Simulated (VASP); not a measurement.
# SrV3 (Pm-3m) in VASP: a series of runs

SrV3 is run at these levels: PBE; tasks: single point, relaxation of cell and atoms.

Program: VASP 6.6.1. These are calculated values, not measurements. Logs are shortened: lines on timing, memory, paths and dates and some standing lists are left out, and cuts for length are marked.

## Step 1: The cell of the first run

It takes space group Pm-3m (No. 221, cubic). Conventional cell: a = 4.210 Å, b = 4.210 Å, c = 4.210 Å, α = 90.00°, β = 90.00°, γ = 90.00°. Sr (site symmetry m-3m) has 12 V at 2.98 Å within 3.9 Å. V (site symmetry 4/mmm) has 4 Sr at 2.98 Å and 8 V at 2.98 Å within 3.9 Å.

## Step 2: Single point, PBE, collinear spin, ferromagnetic start

Input file INCAR:

```
PREC = Accurate
ENCUT = 520
EDIFF = 1E-7
ISMEAR = 0
SIGMA = 0.1
LREAL = False
LASPH = True
NELM = 150
ALGO = Fast
ISIF = 2
LWAVE = False
LCHARG = False
ISPIN = 2
MAGMOM = 0 0.53 0.53 0.53
LORBIT = 11
LMAXMIX = 4
GGA = PE
NBANDS = 36
```

Input file KPOINTS:

```
regular mesh
0
Gamma
  4 4 4
```

Input file POSCAR:

```
SrV3
1.0
    4.2102334234      0.0000000000      0.0000000000
    0.0000000000      4.2102334234      0.0000000000
    0.0000000000      0.0000000000      4.2102334234
Sr V
1 3
Direct
    0.0000000000      0.0000000000      0.0000000000
    0.0000000000      0.5000000000      0.5000000000
    0.5000000000      0.0000000000      0.5000000000
    0.5000000000      0.5000000000      0.0000000000
```

Potentials or basis: VASP PAW PBE potentials, release 64 (Sr_sv, V_sv).

Started as:

```bash
$ cat potpaw_PBE.64/Sr_sv/POTCAR potpaw_PBE.64/V_sv/POTCAR > POTCAR
$ mpirun -np 1 vasp_std > vasp.out
```

OUTCAR:

```text
PREC = Accurate
   ENCUT = 520
   EDIFF = 1E-7
   ISMEAR = 0
   LREAL = False
   LASPH = True
   NELM = 150
   ISIF = 2
   ISPIN = 2
   LORBIT = 11
   GGA = PE

 ion  position               nearest neighbor table
   1  0.000  0.000  0.000-   2 2.98   3 2.98   4 2.98   2 2.98   3 2.98   2 2.98   4 2.98   2 2.98
                             3 2.98   4 2.98   3 2.98   4 2.98
   2  0.000  0.500  0.500-   1 2.98   1 2.98   1 2.98   1 2.98
   3  0.500  0.000  0.500-   1 2.98   1 2.98   1 2.98   1 2.98
   4  0.500  0.500  0.000-   1 2.98   1 2.98   1 2.98   1 2.98

  LATTYP: Found a simple cubic cell.
 ALAT       =     4.2102334234

  Lattice vectors:

 A1 = (   4.2102334234,   0.0000000000,   0.0000000000)
 A2 = (   0.0000000000,   4.2102334234,   0.0000000000)
 A3 = (   0.0000000000,   0.0000000000,   4.2102334234)

Analysis of symmetry for initial positions (statically):
=====================================================================
 Subroutine PRICEL returns:
 Original cell was already a primitive cell.

 Routine SETGRP: Setting up the symmetry group for a
 simple cubic supercell.

 Subroutine GETGRP returns: Found 48 space group operations
 (whereof 48 operations were pure point group operations)
 out of a pool of 48 trial point group operations.

The static configuration has the point symmetry O_h .

Analysis of symmetry for dynamics (positions and initial velocities):
=====================================================================
 Subroutine PRICEL returns:
 Original cell was already a primitive cell.

 Routine SETGRP: Setting up the symmetry group for a
 simple cubic supercell.

 Subroutine GETGRP returns: Found 48 space group operations
 (whereof 48 operations were pure point group operations)
 out of a pool of 48 trial point group operations.

The dynamic configuration has the point symmetry O_h .

Analysis of structural, dynamic, and magnetic symmetry:
=====================================================================
 Subroutine PRICEL returns:
 Original cell was already a primitive cell.

 Routine SETGRP: Setting up the symmetry group for a
 simple cubic supercell.

 Subroutine GETGRP returns: Found 48 space group operations
 (whereof 48 operations were pure point group operations)
 out of a pool of 48 trial point group operations.

The overall configuration has the point symmetry O_h .

 Subroutine INISYM returns: Found 48 space group operations
 (whereof 48 operations are pure point group operations),
 and found     1 'primitive' translations

----------------------------------------------------------------------------------------

                                     Primitive cell

  volume of cell :      74.6309

  direct lattice vectors                    reciprocal lattice vectors
     4.210233423  0.000000000  0.000000000     0.237516522  0.000000000  0.000000000
     0.000000000  4.210233423  0.000000000     0.000000000  0.237516522  0.000000000
     0.000000000  0.000000000  4.210233423     0.000000000  0.000000000  0.237516522

  length of vectors
     4.210233423  4.210233423  4.210233423     0.237516522  0.237516522  0.237516522

  position of ions in fractional coordinates (direct lattice)
     0.000000000  0.000000000  0.000000000
     0.000000000  0.500000000  0.500000000
     0.500000000  0.000000000  0.500000000
     0.500000000  0.500000000  0.000000000

  ion indices of the primitive-cell ions
   primitive index   ion index
                 1           1
                 2           2
                 3           3
                 4           4

----------------------------------------------------------------------------------------

 KPOINTS: regular mesh

Automatic generation of k-mesh.
 Grid dimensions read from file:
 generate k-points for:    4    4    4

 Generating k-lattice:

  Cartesian coordinates                     Fractional coordinates (reciprocal lattice)
     0.059379131  0.000000000  0.000000000     0.250000000  0.000000000  0.000000000
     0.000000000  0.059379131  0.000000000     0.000000000  0.250000000  0.000000000
     0.000000000  0.000000000  0.059379131     0.000000000  0.000000000  0.250000000

  Length of vectors
     0.059379131  0.059379131  0.059379131

  Shift w.r.t. Gamma in fractional coordinates (k-lattice)
     0.000000000  0.000000000  0.000000000

 Subroutine IBZKPT returns following result:
 ===========================================

 Found     10 irreducible k-points:

 Following reciprocal coordinates:
            Coordinates               Weight
  0.000000  0.000000  0.000000      1.000000
  0.250000  0.000000  0.000000      6.000000
  0.500000  0.000000  0.000000      3.000000
  0.250000  0.250000  0.000000     12.000000
  0.500000  0.250000  0.000000     12.000000
  0.500000  0.500000  0.000000      3.000000
  0.250000  0.250000  0.250000      8.000000
  0.500000  0.250000  0.250000     12.000000
  0.500000  0.500000  0.250000      6.000000
  0.500000  0.500000  0.500000      1.000000
   k-points           NKPTS =     10   k-points in BZ     NKDIM =     10   number of bands    NBANDS=     36
   number of dos      NEDOS =    301   number of ions     NIONS =      4
   total plane-waves  NPLWV =  32768
   dimension x,y,z NGX =    32 NGY =   32 NGZ =   32
   dimension x,y,z NGXF=    64 NGYF=   64 NGZF=   64
   ions per type =               1   3
   NGX,Y,Z   is equivalent  to a cutoff of  12.64, 12.64, 12.64 a.u.
   NGXF,Y,Z  is equivalent  to a cutoff of  25.27, 25.27, 25.27 a.u.
 SYSTEM =  unknown system
   PREC   = accura    normal or accurate (medium, high low for compatibility)
   ISTART =      0    job   : 0-new  1-cont  2-samecut
   ICHARG =      2    charge: 1-file 2-atom 10-const
   ISPIN  =      2    spin polarized calculation?
   LNONCOLLINEAR =      F non collinear calculations
   LSORBIT =      F    spin-orbit coupling
   LASPH  =      T    aspherical Exc in radial PAW
   ENCUT  =  520.0 eV  38.22 Ry    6.18 a.u.   7.83  7.83  7.83*2*pi/ulx,y,z
   NELM   =    150;   NELMIN=  2; NELMDL= -5     # of ELM steps
   EDIFF  = 0.1E-06   stopping-criterion for ELM
   LREAL  =      F    real-space projection
   EDIFFG = 0.1E-05   stopping-criterion for IOM
   NSW    =      0    number of steps for IOM
   IBRION =     -1    ionic relax: 0-MD 1-quasi-New 2-CG
   NFREE  =      0    steps in history (QN), initial steepest desc. (CG)
   ISIF   =      2    stress and relaxation
   ISYM   =      2    0-nonsym 1-usesym 2-fastsym
   POTIM  = 0.5000    time-step for ionic-motion
   TEBEG  =    0.0;   TEEND  =   0.0 temperature during run
   PSTRESS=    0.0 pullay stress
   NELECT =      49.0000    total number of electrons
   NUPDOWN=      -1.0000    fix difference up-down
   EMIN   =  10.00;   EMAX   =-10.00  energy-range for DOS
   EFERMI =   0.00;   METHOD = LEGACY
   ISMEAR =     0;   SIGMA  =   0.10  broadening in eV -4-tet -1-fermi 0-gaus
   EFERMI_NEDOS =   21; number of points for ismear=-14 and -15
   IALGO  =     68    algorithm
   IMIX   =      4    mixing-type and parameters
     AMIX     =   0.40;   BMIX     =  1.00
     AMIX_MAG =   1.60;   BMIX_MAG =  1.00
  volume/ion in A,a.u.               =      18.66       125.91
  Fermi-wavevector in a.u.,A,eV,Ry     =   1.422877  2.688848 27.546068  2.024579
  Thomas-Fermi vector in A             =   2.543534
   LORBIT       =     11    0 simple, 1 ext, 2 COOP (PROOUT), +10 PAW based schemes
   GGA     = PE    functional components
   LHFCALC =     F    Hartree Fock is set to
   AEXX    =    0.0000 exact exchange contribution
   IVDW    =     0    specifies the selected vdW correction
   LEPSILON=     F    determine dielectric tensor
   LRPA    =     F    only Hartree local field effects (RPA)
 spin polarized calculation
 RMM-DIIS sequential band-by-band and
 Gauss-broadening in eV      SIGMA  =   0.10
  energy-cutoff  :      520.00
  volume of cell :       74.63
 maximum number of plane-waves:      2040
 NGX is ok and might be reduce to    32
   NGX = 15   NGY = 15   NGZ = 15

 number of electron      49.0000041 magnetization       1.8233641

 Free energy of the ion-electron system (eV)
  ---------------------------------------------------
  ext. energy  EPLUGINS =         0.00000000
  ---------------------------------------------------
  free energy    TOTEN  =       -23.38857206 eV

  energy without entropy =      -23.36821142  energy(sigma->0) =      -23.37839174

 E-fermi :   6.6404     XC(G=0): -11.2845

 val. band max:        6.5961851526   @ k =   0.5000   0.2500   0.2500
 cond. band min:       6.6641710613   @ k =   0.5000   0.5000   0.5000
 fundamental gap:      0.0679859087
 Fermi energy:         6.6404171832

 spin component 1

 k-point     1 :       0.0000    0.0000    0.0000
  band No.  band energies     occupation
      1     -57.8441      1.00000
      2     -57.7958      1.00000
      3     -57.7958      1.00000
      4     -31.7683      1.00000
      5     -31.7683      1.00000
      6     -31.7683      1.00000
[... 28 lines left out ...]
     35       9.7278      0.00000
     36      11.4521      0.00000
[... 319 lines left out ...]
      5     -31.7911      1.00000
      6     -31.7911      1.00000
[... 28 lines left out ...]
     35       8.5065      0.00000
     36      10.4891      0.00000
 Fermi energy:         6.6404171832

 spin component 2

 k-point     1 :       0.0000    0.0000    0.0000
  band No.  band energies     occupation
      1     -57.3607      1.00000
      2     -57.3118      1.00000
      3     -57.3118      1.00000
      4     -31.2939      1.00000
      5     -31.2939      1.00000
      6     -31.2939      1.00000
[... 28 lines left out ...]
     35       9.9777      0.00000
     36      11.6610      0.00000
[... 320 lines left out ...]
      6     -31.2630      1.00000
[... 28 lines left out ...]
     35       8.8389      0.00000
     36      10.8383      0.00000

------------------------ aborting loop because EDIFF is reached ----------------------------------------

  FORCE on cell =-STRESS in cart. coord.  units (eV):
  Direction    XX          YY          ZZ          XY          YZ          ZX
  --------------------------------------------------------------------------------------
  -------------------------------------------------------------------------------------
  Total        0.0125014      0.0125014      0.0125014     -0.0000000     -0.0000000     -0.0000000
  in kB        0.2683807      0.2683807      0.2683807     -0.0000000     -0.0000000     -0.0000000
  external PRESSURE =       0.2683807 kB  Pullay stress =       0.0000000 kB

 VOLUME and BASIS-vectors are now :
 -----------------------------------------------------------------------------
  energy-cutoff  :      520.00
  volume of cell :       74.63
      direct lattice vectors                 reciprocal lattice vectors
     4.210233423  0.000000000  0.000000000     0.237516522  0.000000000  0.000000000
     0.000000000  4.210233423  0.000000000     0.000000000  0.237516522  0.000000000
     0.000000000  0.000000000  4.210233423     0.000000000  0.000000000  0.237516522

 POSITION                                       TOTAL-FORCE (eV/Angst)
 -----------------------------------------------------------------------------------
      0.00000      0.00000      0.00000         0.000000      0.000000      0.000000
      0.00000      2.10512      2.10512         0.000000      0.000000      0.000000
      2.10512      0.00000      2.10512         0.000000      0.000000      0.000000
      2.10512      2.10512      0.00000         0.000000      0.000000      0.000000
 -----------------------------------------------------------------------------------
    total drift:                                0.000000     -0.000000     -0.000000

  FREE ENERGIE OF THE ION-ELECTRON SYSTEM (eV)
  ---------------------------------------------------
  free  energy   TOTEN  =       -23.3885720580 eV

  energy  without entropy=      -23.3682114229  energy(sigma->0) =      -23.37839174

 total charge

# of ion       s       p       d       tot
------------------------------------------
    1        2.091   5.743   0.514   8.349
    2        2.301   6.115   2.968  11.383
    3        2.301   6.115   2.968  11.383
    4        2.301   6.115   2.968  11.383
--------------------------------------------------
tot          8.994  24.087   9.417  42.499

 magnetization (x)

# of ion       s       p       d       tot
------------------------------------------
    1       -0.003   0.043   0.011   0.050
    2        0.010   0.010   0.477   0.497
    3        0.010   0.010   0.477   0.497
    4        0.010   0.010   0.477   0.497
--------------------------------------------------
tot          0.028   0.073   1.442   1.542
```

It took 1.9 min on 1 thread of Oxide Virtual Turin-like, shared host; peak memory 0.19 GiB.

What came out:

```
Free energy                                           : -23.3886 eV
Pressure                                              : 0.0 GPa
Net moment                                            : 1.82 μB per cell
Site moments                                          : Sr +0.05; V +0.50 μB
Valence electrons inside the program's atomic spheres : Sr 8.35; V 11.38
```

Levels at points of the mesh, in eV from the Fermi level:
Spin up:
```tsv
k point	band 21	band 22	band 23	band 24	band 25	band 26	band 27	band 28	band 29	band 30
(0.00, 0.00, 0.00)	-1.98	-1.98	-1.98	0.09	0.09	0.09	1.31	1.31	1.79	2.02
(0.50, 0.00, 0.00)	-1.26	-0.76	-0.73	-0.73	-0.66	-0.66	0.28	0.53	0.63	0.63
(0.50, 0.50, 0.00)	-1.11	-0.63	-0.63	-0.61	-0.61	-0.39	-0.23	0.10	0.40	0.57
(0.50, 0.50, 0.50)	-0.31	-0.31	-0.31	-0.08	0.22	0.22	0.22	0.34	0.34	1.81
```
Spin down:
```csv
k point,band 20,band 21,band 22,band 23,band 24,band 25,band 26,band 27
"(0.00, 0.00, 0.00)",-1.98,-1.55,-1.55,-1.55,0.69,0.69,0.69,1.69
"(0.50, 0.00, 0.00)",-1.19,-0.88,-0.39,-0.39,-0.18,-0.18,-0.14,0.62
"(0.50, 0.50, 0.00)",-1.00,-0.75,-0.34,-0.34,-0.28,-0.28,0.11,0.30
"(0.50, 0.50, 0.50)",-1.34,0.02,0.02,0.02,0.07,0.58,0.58,0.58
```

Caveat: the k points lie up to 0.37 Å⁻¹ apart.

## Step 3: Relaxation of cell and atoms, PBE, collinear spin, ferromagnetic start

This run uses another cell than the first one, of 17.42 Å³/atom.

Input file INCAR:

```
SYSTEM = SrV3
PREC = Accurate ; ENCUT = 600
EDIFF = 1E-7 ; ISMEAR = 0
SIGMA = 0.1 ; LREAL = .FALSE.
LASPH = .TRUE. ; NELM = 150
ALGO = Fast ; ISIF = 3
LWAVE = .FALSE. ; LCHARG = .FALSE.
ISPIN = 2 ; MAGMOM = 0 0.53 0.53 0.53
LORBIT = 11 ; LMAXMIX = 4
GGA = PE ; IBRION = 2
NSW = 90 ; EDIFFG = -0.04
```

Input file KPOINTS:

```
Automatic mesh
0
G
  4 4 4
  0 0 0
```

Input file POSCAR:

```
SrV3
1.0
    4.1148174944      0.0000000000      0.0000000000
    0.0000000000      4.1148174944      0.0000000000
    0.0000000000      0.0000000000      4.1148174944
Sr V
1 3
Direct
    0.0000000000      0.0000000000      0.0000000000
    0.0000000000      0.5000000000      0.5000000000
    0.5000000000      0.0000000000      0.5000000000
    0.5000000000      0.5000000000      0.0000000000
```

Potentials or basis: VASP PAW PBE potentials, release 64 (Sr_sv, V_sv).

Started as:

```bash
$ cat potpaw_PBE.64/Sr_sv/POTCAR potpaw_PBE.64/V_sv/POTCAR > POTCAR
$ mpirun -np 1 vasp_std > vasp.out
```

Wall time 9 min (1 thread of Oxide Virtual Turin-like, shared host); peak memory 0.24 GiB.

Results (log left out):

* Free energy: -23.3868 eV
* Relaxed volume: 18.66 Å³/atom
* Relaxed cell: a = 4.211 Å, b = 4.211 Å, c = 4.211 Å, α = 90.00°, β = 90.00°, γ = 90.00°
* Space group after relaxing (to 0.1 Å): Pm-3m (No. 221)
* Energy gained by relaxing: 22.4 meV/atom
* Ionic steps: 3
* Pressure after relaxing: 0.0 GPa
* Net moment: 1.82 μB per cell
* Site moments: Sr +0.05; V +0.50 μB
* Valence electrons inside the program's atomic spheres: Sr 8.35; V 11.38

Step by step:
```tsv
step	energy change (eV)	largest force (eV/Å)	pressure (GPa)	volume (Å³)
1	0.0000	0.0000	6.05	69.67
2	-0.0789	0.0000	-1.79	76.51
3	-0.0895	0.0000	0.01	74.66
```

Final structure:
```yaml
crystal:
  lattice:
    - [4.21076, 0.00000, 0.00000]
    - [0.00000, 4.21076, 0.00000]
    - [0.00000, 0.00000, 4.21076]
  atoms:
    - { symbol: Sr, position: [0.00000, 0.00000, 0.00000] }
    - { symbol: V, position: [0.00000, 0.50000, 0.50000] }
    - { symbol: V, position: [0.50000, 0.00000, 0.50000] }
    - { symbol: V, position: [0.50000, 0.50000, 0.00000] }
```

Levels at points of the mesh, in eV from the Fermi level:
Spin up:
```
           k point  band 22  band 23  band 24  band 25  band 26  band 27  band 28  band 29
(0.00, 0.00, 0.00)    -1.98    -1.98     0.09     0.09     0.09     1.31     1.31     1.80
(0.50, 0.00, 0.00)    -0.76    -0.73    -0.73    -0.66    -0.66     0.28     0.53     0.63
(0.50, 0.50, 0.00)    -0.63    -0.63    -0.61    -0.61    -0.39    -0.23     0.10     0.40
(0.50, 0.50, 0.50)    -0.30    -0.30    -0.08     0.22     0.22     0.22     0.34     0.34
```
Spin down:
| k point | band 21 | band 22 | band 23 | band 24 | band 25 | band 26 |
| --- | --- | --- | --- | --- | --- | --- |
| (0.00, 0.00, 0.00) | -1.55 | -1.55 | -1.55 | 0.69 | 0.69 | 0.69 |
| (0.50, 0.00, 0.00) | -0.88 | -0.39 | -0.39 | -0.18 | -0.18 | -0.14 |
| (0.50, 0.50, 0.00) | -0.75 | -0.34 | -0.34 | -0.28 | -0.28 | 0.11 |
| (0.50, 0.50, 0.50) | 0.02 | 0.02 | 0.02 | 0.07 | 0.58 | 0.58 |

Caveat: the k points lie up to 0.37 Å⁻¹ apart in the final cell.
